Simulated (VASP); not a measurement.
A run of VASP 6.6.1 is set up as follows.

The input INCAR:

```
  PREC = Accurate
  ENCUT = 520
  EDIFF = 1E-7
  ISMEAR = 0
  SIGMA = 0.1
  LREAL = False
  LASPH = True
  NELM = 60
  ALGO = Normal
  ISIF = 2
  LWAVE = False
  LCHARG = False
  GGA = PS
  NBANDS = 36
```

File KPOINTS:

```
Automatic mesh
0
Gamma
  6 6 6
```

Contents of POSCAR:

```
ZnS
1.0
    1.9030712007      1.0987386700      9.3519478348
   -1.9030712007      1.0987386700      9.3519478348
    0.0000000000     -2.1974773400      9.3519478348
Zn S
3 3
Direct
    0.9999711400      0.9999711400      0.9999711400
    0.2222694100      0.2222694100      0.2222694100
    0.4446134400      0.4446134400      0.4446134400
    0.0832671700      0.0832671700      0.0832671700
    0.5278423000      0.5278423000      0.5278423000
    0.3053625400      0.3053625400      0.3053625400
```

Potentials or basis: VASP PAW PBE potentials, release 64 (Zn, S).

The run is started by

```console
$ cat potpaw_PBE.64/Zn/POTCAR potpaw_PBE.64/S/POTCAR > POTCAR
$ mpirun -np 1 vasp_std > vasp.out
```

Question: Predict the band gap on the k mesh.

Answer: 2.06 eV, direct.

Question: Estimate the pressure.

Answer: -1.1 GPa.

Question: What does it give for the largest force?

Answer: 0.011 eV/Å.

Forces in eV/Å, atoms in the order of the input:
```
Zn   0.000  0.000 -0.001
Zn   0.000  0.000  0.001
Zn   0.000  0.000 -0.011
S    0.000  0.000  0.004
S    0.000  0.000  0.000
S    0.000  0.000  0.008
```

Caveat: the PAW data sets were made with another functional, which shifts forces and pressure a little. A k mesh can miss the band edges.
